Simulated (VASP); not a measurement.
Crystal: BeS.

```
S Be
1.0
     0.00000    2.42500    2.42500
     2.42500    0.00000    2.42500
     2.42500    2.42500    0.00000
S Be
1 1
Direct
  0.75000 0.75000 0.75000
  0.00000 0.00000 0.00000
```

- Program: VASP 6.6.1
- Task: relaxation of cell and atoms
- Functional: HF
- Potentials or basis: VASP PAW PBE potentials, release 64 (S, Be)
- Cutoff: 600 eV
- k mesh: 5 × 5 × 5
- Occupations: fermi-dirac, width 0.05 eV
- Spin: no spin polarisation

At the start: pressure 5.5 GPa; volume 14.26 Å³/atom.

**Question.** How do energy, volume and symmetry change on relaxing?

**Answer.** Over 3 steps the energy falls by 12.2 meV/atom and the volume is 15.00 Å³/atom (+5.2 %); space group F-43m (No. 216, to 0.1 Å) before and after.

Step by step:
| step | energy change (eV) | largest force (eV/Å) | pressure (GPa) | volume (Å³) |
| --- | --- | --- | --- | --- |
| 1 | 0.0000 | 0.0000 | 5.47 | 28.52 |
| 2 | -0.0212 | 0.0000 | -1.77 | 30.58 |
| 3 | -0.0244 | 0.0000 | -0.03 | 30.01 |

Final structure:
```cif
data_structure
_symmetry_space_group_name_H-M 'P 1'
_symmetry_Int_Tables_number 1
_cell_length_a 3.4881
_cell_length_b 3.4881
_cell_length_c 3.4881
_cell_angle_alpha 60.000
_cell_angle_beta 60.000
_cell_angle_gamma 60.000
_cell_volume 30.01
loop_
_atom_site_label
_atom_site_type_symbol
_atom_site_fract_x
_atom_site_fract_y
_atom_site_fract_z
_atom_site_occupancy
S1 S 0.75000 0.75000 0.75000 1
Be1 Be 0.00000 0.00000 0.00000 1
```

Caveat: the k points lie up to 0.44 Å⁻¹ apart in the final cell; the PAW data sets were made with another functional, which shifts forces and pressure a little.
